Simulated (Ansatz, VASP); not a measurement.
## Re: VASP beside Ansatz

```xyz
1
Lattice="0.0000 1.9302 1.9302 1.9302 0.0000 1.9302 1.9302 1.9302 0.0000" Properties=species:S:1:pos:R:3 pbc="T T T"
Re    0.0000    0.0000    0.0000
```

Alike in both runs: task single point; functional LDA; k mesh 16 × 16 × 16; occupations fermi-dirac, width 0.1 eV; no spin polarisation.

```csv
,VASP,Ansatz
version,VASP 6.6.1,Ansatz 0.2.0
potentials or method,"VASP PAW LDA potentials, release 64 (Re), cutoff 520 eV","plane waves (420 eV) with PAW, scalar-relativistic"
valence electrons in the cell,7,15
```

|  | VASP | Ansatz | Ansatz less VASP |
| --- | --- | --- | --- |
| pressure (GPa) | 1.6 | 0.1 | -1.50 |

Ansatz warns that its potentials were made for another functional, while VASP's fit it. LDA's correlation is that of Perdew and Zunger in VASP and of Perdew and Wang (1992) in Ansatz. VASP's potentials hold 7 valence electrons a cell and Ansatz's 15, so a difference there can come from the potentials and not from the codes.

Spin-orbit coupling is off throughout.
